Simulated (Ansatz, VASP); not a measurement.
Two plane-wave programs on Si4IrPd

```xyz
6
Lattice="2.9473 0.0000 0.0000 0.0000 2.9473 0.0000 0.0000 0.0000 10.7883" Properties=species:S:1:pos:R:3 pbc="T T T"
Si    1.4736    1.4736    3.9209
Si    1.4736    1.4736    9.2192
Si    1.4736    1.4736    1.5691
Si    1.4736    1.4736    6.8674
Pd    0.0000    0.0000    0.0000
Ir    0.0000    0.0000    5.3941
```

Change from the starting cell: species swapped into the MnFeSi4 type (P4/mmm, No. 123).

Alike in both runs: functional PBE; k mesh 6 × 6 × 2; occupations gaussian, width 0.2 eV; no spin polarisation.

Ansatz relaxed the structure, and its values are those at the end. VASP's run is a single point on that final structure, the one shown.

```csv
,VASP,Ansatz
version,VASP 6.6.1,Ansatz 0.2.0
potentials or method,"VASP PAW PBE potentials, release 64 (Si, Pd, Ir), cutoff 500 eV","scalar-relativistic, plane waves, PAW"
valence electrons in the cell,35,51
```

Ansatz gave:

* gap on the k mesh at the Fermi level (eV): none
* pressure (GPa): 0.5
* rms of the force components (eV/Å): 0.003

Question: What did VASP give for the same quantities?

Answer: gap on the k mesh at the Fermi level (eV): none; pressure (GPa): 0.6; rms of the force components (eV/Å): 0.011.

A gap of «none» marks a metal or a gap that the smearing closes. VASP's potentials hold 35 valence electrons a cell and Ansatz's 51, so a difference there can come from the potentials and not from the codes.

Neither program's run includes spin-orbit coupling.
